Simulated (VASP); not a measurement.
# Hf4C (Fmmm) in VASP: a series of runs, part 2 of 2

VASP 6.6.1.

### Step 3. Single point, PBE

This run uses another cell than the first one, of 21.77 Å³/atom.

INCAR

```
SYSTEM = Hf4C
ALGO = Normal ; EDIFF = 1E-7
ENCUT = 520 ; GGA = PE
ISIF = 2 ; ISMEAR = 0
LASPH = .True. ; LCHARG = .False.
LREAL = .False. ; LWAVE = .False.
NBANDS = 30 ; NELM = 60
PREC = Accurate ; SIGMA = 0.1
```

KPOINTS

```
k-points
0
Gamma
  10 10 10
  0 0 0
```

POSCAR

```
Hf4C
1.0
    0.0000000000      3.4941174803      5.2769181527
    2.9523692086      0.0000000000      5.2769181527
    2.9523692086      3.4941174803      0.0000000000
Hf C
4 1
Direct
    0.2932844658      0.7067155342      0.2932844658
    0.7067155342      0.2932844658      0.7067155342
    0.7500000000      0.7500000000      0.7500000000
    0.2500000000      0.2500000000      0.2500000000
    0.0000000000      0.0000000000      0.0000000000
```

Potentials or basis: VASP PAW PBE potentials, release 64 (Hf_pv, C).

Command:

```
> cat potpaw_PBE.64/Hf_pv/POTCAR potpaw_PBE.64/C/POTCAR > POTCAR
> mpirun -np 1 vasp_std > vasp.out
```

OUTCAR:

```text
SYSTEM = Hf4C
   EDIFF = 1E-7
   ENCUT = 520
   GGA = PE
   ISIF = 2
   ISMEAR = 0
   LASPH = .True.
   LREAL = .False.
   NELM = 60
   PREC = Accurate

 ion  position               nearest neighbor table
   1  0.293  0.707  0.293-   5 2.05   2 2.89   2 3.01   2 3.01   4 3.04   3 3.04   4 3.04   3 3.04

   2  0.707  0.293  0.707-   5 2.05   1 2.89   1 3.01   1 3.01   4 3.04   3 3.04   4 3.04   3 3.04

   3  0.750  0.750  0.750-   4 2.95   4 2.95   1 3.04   2 3.04   1 3.04   2 3.04   4 3.49   4 3.49

   4  0.250  0.250  0.250-   3 2.95   3 2.95   1 3.04   1 3.04   2 3.04   2 3.04   3 3.49   3 3.49

   5  0.000  0.000  0.000-   1 2.05   2 2.05

  LATTYP: Found a face centered orthorhombic cell.
 ALAT       =     5.9047384172
 B/A-ratio  =     1.1834961122
 C/A-ratio  =     1.7873503549

  Lattice vectors:

 A1 = (   0.0000000000,   3.4941174803,   5.2769181527)
 A2 = (   2.9523692086,   0.0000000000,   5.2769181527)
 A3 = (   2.9523692086,   3.4941174803,   0.0000000000)

Analysis of symmetry for initial positions (statically):
[... 174 lines left out ...]
  ---------------------------------------------------
  free energy    TOTEN  =       -44.16296934 eV

  energy without entropy =      -44.14732388  energy(sigma->0) =      -44.15514661

 E-fermi :   4.0402     XC(G=0): -10.6870

 val. band max:        4.0399096190   @ k =  -0.1000   0.3000   0.3000
 cond. band min:       4.0424850578   @ k =  -0.3000   0.3000   0.1000
 fundamental gap:      0.0025754388
 Fermi energy:         4.0402094998

 k-point     1 :       0.0000    0.0000    0.0000
  band No.  band energies     occupation
      1     -27.2227      2.00000
      2     -27.1113      2.00000
      3     -26.9763      2.00000
      4     -26.9443      2.00000
      5     -26.8859      2.00000
      6     -26.5580      2.00000
[... 781 lines left out ...]
     29       6.1326      0.00000
     30       7.0589      0.00000

 [... further k-points ...]
[... 5 lines left out ...]
  --------------------------------------------------------------------------------------
  -------------------------------------------------------------------------------------
  Total       -0.2626113      0.0346609     -0.2299993      0.0000000      0.0000000      0.0000000
  in kB       -3.8646088      0.5100720     -3.3846881      0.0000000      0.0000000      0.0000000
  external PRESSURE =      -2.2464083 kB  Pullay stress =       0.0000000 kB

 VOLUME and BASIS-vectors are now :
 -----------------------------------------------------------------------------
  energy-cutoff  :      520.00
  volume of cell :      108.87
      direct lattice vectors                 reciprocal lattice vectors
     0.000000000  3.494117480  5.276918153    -0.169355512  0.143097650  0.094752275
     2.952369209  0.000000000  5.276918153     0.169355512 -0.143097650  0.094752275
     2.952369209  3.494117480  0.000000000     0.169355512  0.143097650 -0.094752275

 POSITION                                       TOTAL-FORCE (eV/Angst)
 -----------------------------------------------------------------------------------
      2.95237      2.04954      5.27692         0.000000      0.000013      0.000000
      2.95237      4.93869      5.27692         0.000000     -0.000013      0.000000
      4.42855      5.24118      7.91538        -0.000000     -0.000000     -0.000000
      1.47618      1.74706      2.63846         0.000000      0.000000     -0.000000
      0.00000      0.00000      0.00000         0.000000     -0.000000      0.000000
 -----------------------------------------------------------------------------------
    total drift:                               -0.000000     -0.000000      0.000000

  FREE ENERGIE OF THE ION-ELECTRON SYSTEM (eV)
  ---------------------------------------------------
  free  energy   TOTEN  =       -44.1629693368 eV

  energy  without entropy=      -44.1473238793  energy(sigma->0) =      -44.15514661
```

It took 13 min on 1 thread of Intel Xeon 8259CL, shared host; peak memory 0.59 GiB.

Results:

| Quantity | Value |
| --- | --- |
| Free energy | -44.1630 eV |
| Pressure | -0.2 GPa |
| Band gap on the k mesh | zero (bands 22 and 23 overlap by 0.28 eV) |

Caveat: spin-orbit coupling is left out, which moves the levels of the heavy elements.

### Step 4. Relaxation of cell and atoms, PBE

This run uses another cell than the first one, of 21.77 Å³/atom.

INCAR

```
SYSTEM = Hf4C
PREC     = Accurate       ! precision mode
ENCUT    = 600            ! plane-wave cutoff, eV
EDIFF    = 1E-6           ! SCF threshold, eV
ISMEAR   = 0              ! smearing method
SIGMA    = 0.1            ! smearing width, eV
LREAL    = .FALSE.        ! projectors in reciprocal space
LASPH    = .TRUE.         ! aspherical terms in the spheres
NELM     = 60             ! most SCF steps
ALGO     = Fast           ! electronic algorithm
ISIF     = 3              ! what is computed and relaxed
LWAVE    = .FALSE.        ! write WAVECAR
LCHARG   = .FALSE.        ! write CHGCAR
GGA      = PE             ! functional
IBRION   = 2              ! ionic algorithm
NSW      = 100            ! ionic steps
EDIFFG   = -0.01          ! ionic threshold
```

KPOINTS

```
regular mesh
0
G
  10 10 10
  0 0 0
```

POSCAR

```
Hf4C
1.0
    0.0000000000      3.4898326444      5.2812555567
    2.9529091841      0.0000000000      5.2812555567
    2.9529091841      3.4898326444      0.0000000000
Hf C
4 1
Direct
    0.2940589910      0.7059410090      0.2940589910
    0.7059410090      0.2940589910      0.7059410090
    0.7500000000      0.7500000000      0.7500000000
    0.2500000000      0.2500000000      0.2500000000
    0.0000000000      0.0000000000      0.0000000000
```

Command:

```
> cat potpaw_PBE.64/Hf_pv/POTCAR potpaw_PBE.64/C/POTCAR > POTCAR
> mpirun -np 1 vasp_std > vasp.out
```

Wall time 64 min (1 thread of Oxide Virtual Turin-like, shared host); peak memory 0.65 GiB.

Results (log left out):

| Property | Result |
| --- | --- |
| Free energy | -44.1643 eV |
| Relaxed volume | 21.70 Å³/atom |
| Relaxed cell | a = 6.323 Å, b = 6.037 Å, c = 4.571 Å, α = 71.67°, β = 65.00°, γ = 43.33° |
| Space group after relaxing (to 0.1 Å) | Fmmm (No. 69) |
| Energy gained by relaxing | 0.3 meV/atom |
| Ionic steps | 10 |
| Pressure after relaxing | 0.0 GPa |
| Band gap on the k mesh | zero (bands 22 and 23 overlap by 0.30 eV) |

The path:
```
step  energy change (eV)  largest force (eV/Å)  pressure (GPa)  volume (Å³)
   1              0.0000                0.1416           -0.39       108.85
   2             -0.0005                0.1226            0.53       108.01
   3             -0.0014                0.0053            0.10       108.38
   4             -0.0015                0.0235           -0.03       108.51
   5             -0.0016                0.0112            0.02       108.46
   6             -0.0016                0.0113            0.03       108.46
   7             -0.0016                0.0173            0.01       108.49
   8             -0.0016                0.0114            0.02       108.47
   9             -0.0016                0.0124            0.02       108.46
  10             -0.0016                0.0018            0.02       108.51
```

Final structure:
```
Hf C
1.0
     0.00000    3.49505    5.26926
     2.94611    0.00000    5.26926
     2.94611    3.49505    0.00000
Hf C
4 1
Cartesian
  2.9461 2.0509 5.2693
  2.9461 4.9392 5.2693
  4.4192 5.2426 7.9039
  1.4731 1.7475 2.6346
  0.0000 0.0000 0.0000
```

Levels at points of the mesh, in eV from the Fermi level:
| k point | band 20 | band 21 | band 22 | band 23 | band 24 | band 25 |
| --- | --- | --- | --- | --- | --- | --- |
| (0.00, 0.00, 0.00) | -1.69 | -1.04 | -0.97 | 0.94 | 1.24 | 1.53 |
| (0.50, 0.00, 0.00) | -0.59 | -0.46 | -0.29 | 0.37 | 0.57 | 0.66 |
| (0.50, 0.50, 0.00) | -1.06 | -0.56 | 0.04 | 0.05 | 0.37 | 0.55 |
| (0.50, 0.00, 0.50) | -1.29 | -0.88 | -0.07 | 0.10 | 0.73 | 1.28 |
| (0.00, 0.50, 0.50) | -1.04 | -0.84 | -0.10 | 0.13 | 0.32 | 0.67 |

Caveat: spin-orbit coupling is left out, which moves the levels of the heavy elements.

### Step 5. The runs side by side

```tsv
task	cell	k mesh	cutoff (eV)	gap on the mesh (eV)	pressure (GPa)	relaxed volume (Å³/atom)
relaxation of cell and atoms	relaxed from a = 5.840, b = 5.691, c = 4.552 Å, angles 68.5, 65.0, 46.5°, 5 atoms, atomic positions A	4 × 4 × 4	600	none	0.0	21.70
single point	a = 6.329, b = 6.047, c = 4.574 Å, angles 71.6, 65.1, 43.3°, 5 atoms, atomic positions B	10 × 10 × 10	520	none	-0.2	-
relaxation of cell and atoms	relaxed from a = 6.330, b = 6.051, c = 4.571 Å, angles 71.6, 65.1, 43.3°, 5 atoms, atomic positions C	10 × 10 × 10	600	none	0.0	21.70
```

Alike in all rows: level PBE; potentials or basis VASP PAW PBE potentials, release 64 (Hf_pv, C); no spin polarisation; smearing gaussian 0.1 eV.

Caveats: some runs use coarse meshes; spin-orbit coupling is left out, which moves the levels of the heavy elements.

Absolute energies hang on the potentials; compare differences alone.

The gap in the log of VASP goes by the Fermi energy; the results here count the filled bands.